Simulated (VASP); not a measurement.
# Ti in VASP: a series of runs

The runs below take Ti through single point, with PBE.

All numbers are computed with VASP 6.6.1; they aren't measurements. Logs are shortened: lines on timing, memory, paths and dates and some standing lists are left out, and cuts for length are marked.

### 1 The cell of the first run

It takes space group Im-3m (No. 229, cubic). Conventional cell: a = 3.282 Å, b = 3.282 Å, c = 3.282 Å, α = 90.00°, β = 90.00°, γ = 90.00°. Ti (site symmetry m-3m) has 14 Ti at 2.84 to 3.28 Å within 3.7 Å.

### 2 Single point, PBE

File INCAR:

```
PREC = Accurate
ENCUT = 520
EDIFF = 1E-7
ISMEAR = -1
SIGMA = 0.01
LREAL = F
LASPH = T
NELM = 60
ALGO = Normal
ISIF = 2
LWAVE = F
LCHARG = F
GGA = PE
NBANDS = 12
```

File KPOINTS:

```
Automatic mesh
0
Gamma
  14 14 14
```

File POSCAR:

```
Ti
1.0
   -1.6410000000      1.6410000000      1.6410000000
    1.6410000000     -1.6410000000      1.6410000000
    1.6410000000      1.6410000000     -1.6410000000
Ti
1
Direct
    0.0000000000      0.0000000000      0.0000000000
```

Potentials or basis: VASP PAW PBE potentials, release 64 (Ti_sv).

Launch:

```
cat potpaw_PBE.64/Ti_sv/POTCAR > POTCAR
mpirun -np 1 vasp_std > vasp.out
```

OUTCAR:

```text
PREC = Accurate
   ENCUT = 520
   EDIFF = 1E-7
   ISMEAR = -1
   LREAL = F
   LASPH = T
   NELM = 60
   ISIF = 2
   GGA = PE

 ion  position               nearest neighbor table
   1  0.000  0.000  0.000-

  LATTYP: Found a body centered cubic cell.
 ALAT       =     3.2820000000

  Lattice vectors:

 A1 = (  -1.6410000000,   1.6410000000,   1.6410000000)
 A2 = (   1.6410000000,  -1.6410000000,   1.6410000000)
 A3 = (   1.6410000000,   1.6410000000,  -1.6410000000)

Analysis of symmetry for initial positions (statically):
=====================================================================
 Subroutine PRICEL returns:
 Original cell was already a primitive cell.

 Routine SETGRP: Setting up the symmetry group for a
 body centered cubic supercell.

 Subroutine GETGRP returns: Found 48 space group operations
 (whereof 48 operations were pure point group operations)
 out of a pool of 48 trial point group operations.

The static configuration has the point symmetry O_h .

Analysis of symmetry for dynamics (positions and initial velocities):
=====================================================================
 Subroutine PRICEL returns:
 Original cell was already a primitive cell.

 Routine SETGRP: Setting up the symmetry group for a
 body centered cubic supercell.

 Subroutine GETGRP returns: Found 48 space group operations
 (whereof 48 operations were pure point group operations)
 out of a pool of 48 trial point group operations.

The dynamic configuration has the point symmetry O_h .

 Subroutine INISYM returns: Found 48 space group operations
 (whereof 48 operations are pure point group operations),
 and found     1 'primitive' translations

----------------------------------------------------------------------------------------

                                     Primitive cell

  volume of cell :      17.6761

  direct lattice vectors                    reciprocal lattice vectors
    -1.641000000  1.641000000  1.641000000     0.000000000  0.304692261  0.304692261
     1.641000000 -1.641000000  1.641000000     0.304692261  0.000000000  0.304692261
     1.641000000  1.641000000 -1.641000000     0.304692261  0.304692261  0.000000000

  length of vectors
     2.842295375  2.842295375  2.842295375     0.430899928  0.430899928  0.430899928

  position of ions in fractional coordinates (direct lattice)
     0.000000000  0.000000000  0.000000000

  ion indices of the primitive-cell ions
   primitive index   ion index
                 1           1

----------------------------------------------------------------------------------------

 KPOINTS: Automatic mesh

Automatic generation of k-mesh.
 Grid dimensions read from file:
 generate k-points for:   14   14   14

 Generating k-lattice:

  Cartesian coordinates                     Fractional coordinates (reciprocal lattice)
     0.000000000  0.021763733  0.021763733     0.071428571  0.000000000  0.000000000
     0.021763733  0.000000000  0.021763733     0.000000000  0.071428571  0.000000000
     0.021763733  0.021763733  0.000000000     0.000000000  0.000000000  0.071428571

  Length of vectors
     0.030778566  0.030778566  0.030778566

  Shift w.r.t. Gamma in fractional coordinates (k-lattice)
     0.000000000  0.000000000  0.000000000

 Subroutine IBZKPT returns following result:
 ===========================================

 Found    104 irreducible k-points:

 Following reciprocal coordinates:
            Coordinates               Weight
  0.000000  0.000000  0.000000      1.000000
  0.071429  0.000000  0.000000     12.000000
  0.142857  0.000000  0.000000     12.000000
  0.214286  0.000000  0.000000     12.000000
  0.285714  0.000000  0.000000     12.000000
  0.357143  0.000000  0.000000     12.000000
[... 16 lines left out ...]
  0.285714  0.285714  0.000000     24.000000
  0.357143  0.285714  0.000000     24.000000
 [... further k-points ...]
   k-points           NKPTS =    104   k-points in BZ     NKDIM =    104   number of bands    NBANDS=     12
   number of dos      NEDOS =    301   number of ions     NIONS =      1
   total plane-waves  NPLWV =  13824
   dimension x,y,z NGX =    24 NGY =   24 NGZ =   24
   dimension x,y,z NGXF=    48 NGYF=   48 NGZF=   48
   ions per type =               1
   NGX,Y,Z   is equivalent  to a cutoff of  14.04, 14.04, 14.04 a.u.
   NGXF,Y,Z  is equivalent  to a cutoff of  28.08, 28.08, 28.08 a.u.
 SYSTEM =  unknown system
   PREC   = accura    normal or accurate (medium, high low for compatibility)
   ISTART =      0    job   : 0-new  1-cont  2-samecut
   ICHARG =      2    charge: 1-file 2-atom 10-const
   ISPIN  =      1    spin polarized calculation?
   LNONCOLLINEAR =      F non collinear calculations
   LSORBIT =      F    spin-orbit coupling
   LASPH  =      T    aspherical Exc in radial PAW
   ENCUT  =  520.0 eV  38.22 Ry    6.18 a.u.   5.28  5.28  5.28*2*pi/ulx,y,z
   NELM   =     60;   NELMIN=  2; NELMDL= -5     # of ELM steps
   EDIFF  = 0.1E-06   stopping-criterion for ELM
   LREAL  =      F    real-space projection
   EDIFFG = 0.1E-05   stopping-criterion for IOM
   NSW    =      0    number of steps for IOM
   IBRION =     -1    ionic relax: 0-MD 1-quasi-New 2-CG
   NFREE  =      0    steps in history (QN), initial steepest desc. (CG)
   ISIF   =      2    stress and relaxation
   ISYM   =      2    0-nonsym 1-usesym 2-fastsym
   POTIM  = 0.5000    time-step for ionic-motion
   TEBEG  =    0.0;   TEEND  =   0.0 temperature during run
   PSTRESS=    0.0 pullay stress
   NELECT =      12.0000    total number of electrons
   NUPDOWN=      -1.0000    fix difference up-down
   EMIN   =  10.00;   EMAX   =-10.00  energy-range for DOS
   EFERMI =   0.00;   METHOD = LEGACY
   ISMEAR =    -1;   SIGMA  =   0.01  broadening in eV -4-tet -1-fermi 0-gaus
   EFERMI_NEDOS =   21; number of points for ismear=-14 and -15
   IALGO  =     38    algorithm
   IMIX   =      4    mixing-type and parameters
     AMIX     =   0.40;   BMIX     =  1.00
     AMIX_MAG =   1.60;   BMIX_MAG =  1.00
  volume/ion in A,a.u.               =      17.68       119.28
  Fermi-wavevector in a.u.,A,eV,Ry     =   1.438821  2.718977 28.166848  2.070205
  Thomas-Fermi vector in A             =   2.557745
   LORBIT       =      0    0 simple, 1 ext, 2 COOP (PROOUT), +10 PAW based schemes
   GGA     = PE    functional components
[... 5 lines left out ...]
 non-spin polarized calculation
  energy-cutoff  :      520.00
  volume of cell :       17.68
 maximum number of plane-waves:       490
 NGX is ok and might be reduce to    24
   NGX = 11   NGY = 11   NGZ = 11

 number of electron      12.0000001 magnetization

 Free energy of the ion-electron system (eV)
  ---------------------------------------------------
  ext. energy  EPLUGINS =         0.00000000
  ---------------------------------------------------
  free energy    TOTEN  =        -7.71874613 eV

  energy without entropy =       -7.71730027  energy(sigma->0) =       -7.71802320

 E-fermi :   7.8868     XC(G=0): -11.4122

 val. band max:        7.8818977546   @ k =   0.3571   0.2143   0.0000
 cond. band min:       7.8932209834   @ k =  -0.2857   0.2857   0.2143
 fundamental gap:      0.0113232288
 Fermi energy:         7.8868249178

 k-point     1 :       0.0000    0.0000    0.0000
  band No.  band energies     occupation
      1     -48.6658      2.00000
      2     -24.5420      2.00000
      3     -24.5420      2.00000
      4     -24.5420      2.00000
      5       1.9906      2.00000
      6       8.8746      0.00000
      7       8.8746      0.00000
      8       8.8746      0.00000
      9      10.5929      0.00000
     10      10.5929      0.00000
     11      25.1917      0.00000
     12      25.1917      0.00000

 k-point     2 :       0.0714    0.0000    0.0000
  band No.  band energies     occupation
      1     -48.6598      2.00000
      2     -24.5747      2.00000
      3     -24.5521      2.00000
      4     -24.5422      2.00000
      5       2.1622      2.00000
      6       8.7973      0.00000
      7       8.8523      0.00000
      8       8.9981      0.00000
      9      10.5044      0.00000
     10      10.5977      0.00000
     11      24.9029      0.00000
     12      25.1644      0.00000

 k-point     3 :       0.1429    0.0000    0.0000
  band No.  band energies     occupation
      1     -48.6430      2.00000
      2     -24.6654      2.00000
      3     -24.5803      2.00000
      4     -24.5427      2.00000
      5       2.6576      2.00000
      6       8.5878      0.00000
      7       8.7418      0.00000
      8       9.3571      0.00000
      9      10.3392      0.00000
     10      10.6167      0.00000
     11      23.9796      0.00000
     12      24.8645      0.00000
[... 286 lines left out ...]
 k-point    23 :       0.2857    0.2857    0.0000
  band No.  band energies     occupation
      1     -48.5331      2.00000
      2     -25.0488      2.00000
      3     -24.8780      2.00000
      4     -24.6158      2.00000
      5       6.6495      2.00000
      6       7.2681      2.00000
      7       7.7358      2.00000
      8      10.5766      0.00000
      9      10.9632      0.00000
     10      13.9749      0.00000
     11      17.2843      0.00000
     12      17.4999      0.00000

 k-point    24 :       0.3571    0.2857    0.0000
  band No.  band energies     occupation
      1     -48.5293      2.00000
      2     -25.0239      2.00000
      3     -24.9255      2.00000
      4     -24.6191      2.00000
      5       6.8239      2.00000
      6       7.3745      2.00000
      7       7.5440      2.00000
      8      10.6926      0.00000
      9      10.9187      0.00000
     10      14.8866      0.00000
     11      16.1908      0.00000
     12      17.2317      0.00000

 [... further k-points ...]
[... 5 lines left out ...]
  --------------------------------------------------------------------------------------
  -------------------------------------------------------------------------------------
  Total       -0.2960790     -0.2960790     -0.2960790     -0.0000000      0.0000000     -0.0000000
  in kB      -26.8369064    -26.8369064    -26.8369064     -0.0000000      0.0000000     -0.0000000
  external PRESSURE =     -26.8369064 kB  Pullay stress =       0.0000000 kB

 VOLUME and BASIS-vectors are now :
 -----------------------------------------------------------------------------
  energy-cutoff  :      520.00
  volume of cell :       17.68
      direct lattice vectors                 reciprocal lattice vectors
    -1.641000000  1.641000000  1.641000000     0.000000000  0.304692261  0.304692261
     1.641000000 -1.641000000  1.641000000     0.304692261  0.000000000  0.304692261
     1.641000000  1.641000000 -1.641000000     0.304692261  0.304692261  0.000000000

 POSITION                                       TOTAL-FORCE (eV/Angst)
 -----------------------------------------------------------------------------------
      0.00000      0.00000      0.00000        -0.000000     -0.000000      0.000000
 -----------------------------------------------------------------------------------
    total drift:                               -0.000000      0.000000      0.000000

  FREE ENERGIE OF THE ION-ELECTRON SYSTEM (eV)
  ---------------------------------------------------
  free  energy   TOTEN  =        -7.7187461333 eV

  energy  without entropy=       -7.7173002657  energy(sigma->0) =       -7.71802320
```

Run time: 25 s. Hardware: 1 thread of Intel Xeon 6975P-C, shared host; peak memory 0.15 GiB.

What came out:

| Property | Result |
| --- | --- |
| Free energy | -7.7187 eV |
| Pressure | -2.7 GPa |
| Band gap on the k mesh | zero (band 6 reaches 8.87 eV, above the bottom of band 7 at 7.25 eV) |

### 3 Single point, PBE

File INCAR:

```
  PREC = Accurate
  ENCUT = 520
  EDIFF = 1E-7
  ISMEAR = 1
  SIGMA = 0.15
  LREAL = F
  LASPH = T
  NELM = 60
  ALGO = Normal
  ISIF = 2
  LWAVE = F
  LCHARG = F
  GGA = PE
  NBANDS = 12
```

File KPOINTS:

```
regular mesh
0
Gamma
  14 14 14
```

POSCAR is that of step 2.

Potentials or basis: VASP PAW PBE potentials, release 64 (Ti_sv).

Launch:

```
cat potpaw_PBE.64/Ti_sv/POTCAR > POTCAR
mpirun -np 1 vasp_std > vasp.out
```

Run time: 30 s. Hardware: 1 thread of Intel Xeon 6975P-C, shared host; peak memory 0.15 GiB.

The run converged. Its results:

- Free energy: -7.7199 eV
- Pressure: -2.7 GPa
- Band gap on the k mesh: zero (band 6 reaches 8.87 eV, above the bottom of band 7 at 7.25 eV)

Levels at points of the mesh, in eV from the Fermi level:
```csv
k point,band 3,band 4,band 5,band 6,band 7,band 8,band 9,band 10
"(0.00, 0.00, 0.00)",-32.44,-32.44,-5.90,0.98,0.98,0.98,2.70,2.70
"(0.50, 0.00, 0.00)",-32.64,-32.44,-2.40,-0.37,1.10,2.68,3.03,4.18
"(0.50, 0.50, 0.50)",-32.87,-32.87,-2.03,-2.03,3.84,3.84,3.84,8.25
```

### 4 Single point, PBE

File INCAR:

```
SYSTEM = Ti
PREC = Accurate ; ENCUT = 520
EDIFF = 1E-7 ; ISMEAR = -5
SIGMA = 0.1 ; LREAL = .FALSE.
LASPH = .TRUE. ; NELM = 60
ALGO = Normal ; ISIF = 2
LWAVE = .FALSE. ; LCHARG = .TRUE.
GGA = PE ; LELF = .TRUE.
LVHAR = .TRUE. ; NBANDS = 12
```

File KPOINTS:

```
regular mesh
0
G
  14 14 14
  0 0 0
```

POSCAR is that of step 3.

Potentials or basis: VASP PAW PBE potentials, release 64 (Ti_sv).

Launch:

```
cat potpaw_PBE.64/Ti_sv/POTCAR > POTCAR
mpirun -np 1 vasp_std > vasp.out
```

OUTCAR:

```text
SYSTEM = Ti
   PREC = Accurate
   ENCUT = 520
   EDIFF = 1E-7
   ISMEAR = -5
   LREAL = .FALSE.
   LASPH = .TRUE.
   NELM = 60
   ISIF = 2
   GGA = PE

 ion  position               nearest neighbor table
   1  0.000  0.000  0.000-

  LATTYP: Found a body centered cubic cell.
 ALAT       =     3.2820000000

  Lattice vectors:

 A1 = (  -1.6410000000,   1.6410000000,   1.6410000000)
 A2 = (   1.6410000000,  -1.6410000000,   1.6410000000)
 A3 = (   1.6410000000,   1.6410000000,  -1.6410000000)

Analysis of symmetry for initial positions (statically):
=====================================================================
 Subroutine PRICEL returns:
 Original cell was already a primitive cell.

 Routine SETGRP: Setting up the symmetry group for a
 body centered cubic supercell.

 Subroutine GETGRP returns: Found 48 space group operations
 (whereof 48 operations were pure point group operations)
 out of a pool of 48 trial point group operations.

The static configuration has the point symmetry O_h .

Analysis of symmetry for dynamics (positions and initial velocities):
[... 162 lines left out ...]
 val. band max:        7.9212319625   @ k =   0.3571   0.1429   0.1429
 cond. band min:       7.9157058644   @ k =   0.1429   0.1429   0.0714
 fundamental gap:     -0.0055260981
 Fermi energy:         7.9039251121

 k-point     1 :       0.0000    0.0000    0.0000
  band No.  band energies     occupation
      1     -48.6617      2.00000
      2     -24.5381      2.00000
      3     -24.5381      2.00000
      4     -24.5381      2.00000
      5       1.9906      2.00000
      6       8.8773      0.00000
      7       8.8773      0.00000
      8       8.8773      0.00000
      9      10.5957      0.00000
     10      10.5957      0.00000
     11      25.1915      0.00000
     12      25.1915      0.00000
[... 331 lines left out ...]
 k-point    24 :       0.3571    0.2857    0.0000
  band No.  band energies     occupation
      1     -48.5252      2.00000
      2     -25.0202      2.00000
      3     -24.9218      2.00000
      4     -24.6152      2.00000
      5       6.8255      2.00000
      6       7.3762      2.00000
      7       7.5453      2.03764
      8      10.6955      0.00000
      9      10.9217      0.00000
     10      14.8888      0.00000
     11      16.1928      0.00000
     12      17.2329      0.00000

 [... further k-points ...]
[... 5 lines left out ...]
  --------------------------------------------------------------------------------------
  -------------------------------------------------------------------------------------
  Total       -0.3130530     -0.3130530     -0.3130530     -0.0000000     -0.0000000      0.0000000
  in kB      -28.3754505    -28.3754505    -28.3754505     -0.0000000     -0.0000000      0.0000000
  external PRESSURE =     -28.3754505 kB  Pullay stress =       0.0000000 kB

 VOLUME and BASIS-vectors are now :
 -----------------------------------------------------------------------------
  energy-cutoff  :      520.00
  volume of cell :       17.68
      direct lattice vectors                 reciprocal lattice vectors
    -1.641000000  1.641000000  1.641000000     0.000000000  0.304692261  0.304692261
     1.641000000 -1.641000000  1.641000000     0.304692261  0.000000000  0.304692261
     1.641000000  1.641000000 -1.641000000     0.304692261  0.304692261  0.000000000

 POSITION                                       TOTAL-FORCE (eV/Angst)
 -----------------------------------------------------------------------------------
      0.00000      0.00000      0.00000         0.000000      0.000000     -0.000000
 -----------------------------------------------------------------------------------
    total drift:                                0.000000      0.000000     -0.000000

  FREE ENERGIE OF THE ION-ELECTRON SYSTEM (eV)
  ---------------------------------------------------
  free  energy   TOTEN  =        -7.7214284561 eV

  energy  without entropy=       -7.7214284561  energy(sigma->0) =       -7.72142846
```

It took 40 s on 1 thread of Intel Xeon 6975P-C, shared host; peak memory 0.16 GiB.

Results:

```
Free energy            : -7.7214 eV
Pressure               : -2.8 GPa
Band gap on the k mesh : zero (band 6 reaches 8.88 eV, above the bottom of band 7 at 7.25 eV)
```

Caveat: tetrahedron occupations give inexact forces and stress in metals.

[end of part 1 of 2]
